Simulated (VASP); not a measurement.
Al:

```
Al
1.0
     2.63000    0.00000    0.00000
     0.00000    2.63000    0.00000
     0.00000    0.00000    2.63000
Al
1
Cartesian
  0.0000 0.0000 0.0000
```

```yaml
Program: VASP 6.6.1
Task: relaxation of cell and atoms
Functional: LDA
Potentials_or_basis: VASP PAW LDA potentials, release 64 (Al)
Cutoff: 600 eV
k_mesh: 7 × 7 × 7
Occupations: methfessel-paxton, width 0.1 eV
Spin: no spin polarisation
```

At the start: pressure 4.2 GPa; volume 18.19 Å³/atom.

Task: How do energy, volume and symmetry change on relaxing?

Result: Over 3 steps the energy falls by 13.3 meV/atom and the volume is 19.26 Å³/atom (+5.9 %); space group Pm-3m (No. 221, to 0.05 Å).

Step by step:
```tsv
step	energy change (eV)	largest force (eV/Å)	pressure (GPa)	volume (Å³)
1	0.0000	0.0000	4.17	18.19
2	-0.0129	0.0000	-0.66	19.47
3	-0.0133	0.0000	0.01	19.26
```

Final structure:
```
CELL_PARAMETERS angstrom
2.68061 0.00000 0.00000
0.00000 2.68061 0.00000
0.00000 0.00000 2.68061
ATOMIC_POSITIONS crystal
Al 0.00000 0.00000 0.00000
```
